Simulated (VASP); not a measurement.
# MnS (F-43m) in VASP: a series of runs, part 2 of 2

VASP 6.6.1.

### Step 3. Single point, PBEsol+U, collinear spin, ferromagnetic start

File INCAR:

```
SYSTEM = MnS
  PREC = Accurate
  ENCUT = 500
  EDIFF = 1E-6
  ISMEAR = -1
  SIGMA = 0.1
  LREAL = .FALSE.
  LASPH = .TRUE.
  NELM = 200
  ALGO = Normal
  ISIF = 2
  LWAVE = .FALSE.
  LCHARG = .FALSE.
  ISPIN = 2
  MAGMOM = 1 0
  LORBIT = 11
  NUPDOWN = 1.0
  LMAXMIX = 4
  LDAU = .TRUE.
  LDAUTYPE = 2
  LDAUL = 2 -1
  LDAUU = 3.9 0
  LDAUJ = 0 0
  LDAUPRINT = 1
  GGA = PS
  NBANDS = 20
  GGA_COMPAT = .FALSE.
```

File KPOINTS:

```
regular mesh
0
G
  6 6 6
  0 0 0
```

File POSCAR:

```
MnS
1.0
    0.0000000000      2.7950000000      2.7950000000
    2.7950000000      0.0000000000      2.7950000000
    2.7950000000      2.7950000000      0.0000000000
Mn S
1 1
Direct
    0.0000000000      0.0000000000      0.0000000000
    0.7500000000      0.7500000000      0.7500000000
```

Potentials or basis: VASP PAW PBE potentials, release 64 (Mn_pv, S).

Started as:

```sh
$ cat potpaw_PBE.64/Mn_pv/POTCAR potpaw_PBE.64/S/POTCAR > POTCAR
$ mpirun -np 1 vasp_std > vasp.out
```

OUTCAR:

```text
SYSTEM = MnS
   PREC = Accurate
   ENCUT = 500
   EDIFF = 1E-6
   ISMEAR = -1
   LREAL = .FALSE.
   LASPH = .TRUE.
   NELM = 200
   ISIF = 2
   ISPIN = 2
   LORBIT = 11
   NUPDOWN = 1.0
   GGA = PS

 ion  position               nearest neighbor table
   1  0.000  0.000  0.000-   2 2.42   2 2.42   2 2.42   2 2.42
   2  0.750  0.750  0.750-   1 2.42   1 2.42   1 2.42   1 2.42

  LATTYP: Found a face centered cubic cell.
 ALAT       =     5.5900000000

  Lattice vectors:

 A1 = (   0.0000000000,   2.7950000000,   2.7950000000)
 A2 = (   2.7950000000,   0.0000000000,   2.7950000000)
 A3 = (   2.7950000000,   2.7950000000,   0.0000000000)

[... 975 lines left out ...]
 -----------------------------------------------------------------------------
  energy-cutoff  :      500.00
  volume of cell :       43.67
      direct lattice vectors                 reciprocal lattice vectors
     0.000000000  2.795000000  2.795000000    -0.178890877  0.178890877  0.178890877
     2.795000000  0.000000000  2.795000000     0.178890877 -0.178890877  0.178890877
     2.795000000  2.795000000  0.000000000     0.178890877  0.178890877 -0.178890877

 POSITION                                       TOTAL-FORCE (eV/Angst)
 -----------------------------------------------------------------------------------
      0.00000      0.00000      0.00000         0.000000      0.000000      0.000000
      4.19250      4.19250      4.19250        -0.000000     -0.000000     -0.000000
 -----------------------------------------------------------------------------------
    total drift:                               -0.000000     -0.000000     -0.000000

  FREE ENERGIE OF THE ION-ELECTRON SYSTEM (eV)
  ---------------------------------------------------
  free  energy   TOTEN  =        -9.8333043478 eV

  energy  without entropy=       -9.7217877324  energy(sigma->0) =       -9.77754604

 total charge

# of ion       s       p       d       tot
------------------------------------------
    1        0.249   6.180   5.046  11.475
    2        1.316   2.326   0.000   3.641
--------------------------------------------------
tot          1.565   8.506   5.046  15.116

 magnetization (x)

# of ion       s       p       d       tot
------------------------------------------
    1        0.014   0.007   0.866   0.887
    2       -0.008   0.016   0.000   0.008
--------------------------------------------------
tot          0.007   0.023   0.866   0.895
```

OSZICAR:

```text
N       E                     dE             d eps       ncg     rms          rms(c)
DAV:   1     0.147739418720E+03    0.14774E+03   -0.10175E+04  1304   0.921E+02
DAV:   2    -0.259045976016E+01   -0.15033E+03   -0.14287E+03  1348   0.264E+02
DAV:   3    -0.102185568980E+02   -0.76281E+01   -0.75177E+01  1472   0.645E+01
[... 11 lines left out ...]
DAV:  15    -0.983328988220E+01   -0.26406E-03   -0.27888E-04  1408   0.161E-01    0.628E-02
DAV:  16    -0.983323767745E+01    0.52205E-04   -0.16999E-04  1424   0.798E-02    0.450E-02
DAV:  17    -0.983328389726E+01   -0.46220E-04   -0.19213E-05  1384   0.333E-02    0.193E-02
DAV:  18    -0.983330428438E+01   -0.20387E-04   -0.28050E-05  1408   0.312E-02    0.792E-03
DAV:  19    -0.983330434779E+01   -0.63408E-07   -0.17444E-06   988   0.959E-03
   1 F= -.98333043E+01 E0= -.97775460E+01  d E =-.111517E+00  mag=     1.0000
```

It took 85 s on 1 thread of Intel Xeon 8259CL, shared host; peak memory 0.19 GiB.

Results:

```
Free energy                                           : -9.8333 eV
Pressure                                              : -14.2 GPa
Net moment                                            : 1.00 μB per cell
Site moments                                          : Mn +0.89; S +0.01 μB
Valence electrons inside the program's atomic spheres : Mn 11.47; S 3.64
```

Eigenvalues of the final occupation matrices:
| site | spin | trace | eigenvalues |
| --- | --- | --- | --- |
| site 1 d | 1 | 2.97 | 0.39 0.39 0.39 0.91 0.91 |
| site 1 d | 2 | 2.10 | 0.03 0.03 0.68 0.68 0.68 |

Caveat: the cell stands under tension; the PAW data sets were made with another functional, which shifts forces and pressure a little; the total moment is fixed, so each spin has its own Fermi level and the state may be an excited one; a cell with one magnetic atom can't hold antiferromagnetic order, which such compounds often take. The state reached can hang on the start; a lower one may exist.

### Step 4. Single point, PBEsol+U, collinear spin, ferromagnetic start

File INCAR:

```
PREC     = Accurate       # precision mode
ENCUT    = 500            # plane-wave cutoff, eV
EDIFF    = 1E-6           # SCF threshold, eV
ISMEAR   = -1             # smearing method
SIGMA    = 0.1            # smearing width, eV
LREAL    = False          # projectors in reciprocal space
LASPH    = True           # aspherical terms in the spheres
NELM     = 200            # most SCF steps
ALGO     = Normal         # electronic algorithm
ISIF     = 2              # what is computed and relaxed
LWAVE    = False          # write WAVECAR
LCHARG   = True           # write CHGCAR
ISPIN    = 2              # spin polarisation
MAGMOM   = 5 0            # initial moments
LORBIT   = 11             # projections on sites
NUPDOWN  = 5.0            # fixed moment
LMAXMIX  = 4              # l up to which the mixer works
LDAU     = True           # DFT+U
LDAUTYPE = 2            
LDAUL    = 2 -1           # shell
LDAUU    = 3.9 0          # U, eV
LDAUJ    = 0 0          
LDAUPRINT= 1            
GGA      = PS             # functional
LELF     = True           # ELF
LVHAR    = True         
NBANDS   = 20             # bands
GGA_COMPAT= False
```

File KPOINTS:

```
regular mesh
0
Gamma
  6 6 6
```

POSCAR is that of step 3.

Potentials or basis: VASP PAW PBE potentials, release 64 (Mn_pv, S).

Started as:

```sh
$ cat potpaw_PBE.64/Mn_pv/POTCAR potpaw_PBE.64/S/POTCAR > POTCAR
$ mpirun -np 1 vasp_std > vasp.out
```

OUTCAR:

```text
PREC = Accurate
   ENCUT = 500
   EDIFF = 1E-6
   ISMEAR = -1
   LREAL = False
   LASPH = True
   NELM = 200
   ISIF = 2
   ISPIN = 2
   LORBIT = 11
   NUPDOWN = 5.0
   GGA = PS

 ion  position               nearest neighbor table
   1  0.000  0.000  0.000-   2 2.42   2 2.42   2 2.42   2 2.42
   2  0.750  0.750  0.750-   1 2.42   1 2.42   1 2.42   1 2.42

  LATTYP: Found a face centered cubic cell.
 ALAT       =     5.5900000000

  Lattice vectors:

[... 976 lines left out ...]
  external PRESSURE =      27.4211547 kB  Pullay stress =       0.0000000 kB

 VOLUME and BASIS-vectors are now :
 -----------------------------------------------------------------------------
  energy-cutoff  :      500.00
  volume of cell :       43.67
      direct lattice vectors                 reciprocal lattice vectors
     0.000000000  2.795000000  2.795000000    -0.178890877  0.178890877  0.178890877
     2.795000000  0.000000000  2.795000000     0.178890877 -0.178890877  0.178890877
     2.795000000  2.795000000  0.000000000     0.178890877  0.178890877 -0.178890877

 POSITION                                       TOTAL-FORCE (eV/Angst)
 -----------------------------------------------------------------------------------
      0.00000      0.00000      0.00000        -0.000000     -0.000000     -0.000000
      4.19250      4.19250      4.19250         0.000000      0.000000      0.000000
 -----------------------------------------------------------------------------------
    total drift:                               -0.000000     -0.000000     -0.000000

  FREE ENERGIE OF THE ION-ELECTRON SYSTEM (eV)
  ---------------------------------------------------
  free  energy   TOTEN  =       -13.5926642967 eV

  energy  without entropy=      -13.5926250643  energy(sigma->0) =      -13.59264468

 total charge

# of ion       s       p       d       tot
------------------------------------------
    1        0.270   6.226   4.878  11.374
    2        1.307   2.467   0.000   3.773
--------------------------------------------------
tot          1.577   8.693   4.878  15.147

 magnetization (x)

# of ion       s       p       d       tot
------------------------------------------
    1        0.047   0.062   4.451   4.560
    2        0.005   0.022   0.000   0.027
--------------------------------------------------
tot          0.053   0.084   4.451   4.588
```

stdout:

```text
POSCAR found type information on POSCAR MnS
 POSCAR found :  2 types and       2 ions
 scaLAPACK will be used
 -----------------------------------------------------------------------------
|                                                                             |
|                                                                             |
|     You enforced a specific xc type in the INCAR file but a different       |
|     I HOPE YOU KNOW WHAT YOU ARE DOING!                                     |
|                                                                             |
 -----------------------------------------------------------------------------

 LDA part: xc-table for (Slater+PW92), standard interpolation
 POSCAR, INCAR and KPOINTS ok, starting setup
 FFT: planning ... GRIDC
 FFT: planning ... GRID_SOFT
 FFT: planning ... GRID
 WAVECAR not read
 entering main loop
```

Wall time 64 s (1 thread of Intel Xeon 8259CL, shared host); peak memory 0.19 GiB.

What came out:

- Free energy: -13.5927 eV
- Pressure: 2.7 GPa
- Net moment: 5.00 μB per cell
- Site moments: Mn +4.56; S +0.03 μB
- Valence electrons inside the program's atomic spheres: Mn 11.37; S 3.77

Eigenvalues of the final occupation matrices:
```
    site  spin  trace               eigenvalues
site 1 d     1   4.68  0.93 0.93 0.94 0.94 0.94
site 1 d     2   0.22  0.02 0.02 0.06 0.06 0.06
```

Caveat: the PAW data sets were made with another functional, which shifts forces and pressure a little; the total moment is fixed, so each spin has its own Fermi level and the state may be an excited one; a cell with one magnetic atom can't hold antiferromagnetic order, which such compounds often take.

### Step 5. Overview

| fixed moment (μB) | pressure (GPa) | moment (μB) |
| --- | --- | --- |
| - | 2.7 | 5.00 |
| 1.0 | -14.2 | 1.00 |
| 5.0 | 2.7 | 5.00 |

Alike in all rows: task single point; level PBEsol+U; potentials or basis VASP PAW PBE potentials, release 64 (Mn_pv, S); spin collinear, ferromagnetic start; Mn d U = 3.9 eV; cell as given; k mesh 6 × 6 × 6; cutoff (eV) 500; smearing fermi-dirac 0.1 eV.

Caveats: the PAW data sets were made with another functional, which shifts forces and pressure a little; a cell with one magnetic atom can't hold antiferromagnetic order, which such compounds often take; the total moment is fixed, so each spin has its own Fermi level and the state may be an excited one (at least some runs); the cell stands under tension (at least some runs).

Total energies depend on the potentials used, so only differences within one code and one set of settings carry meaning.
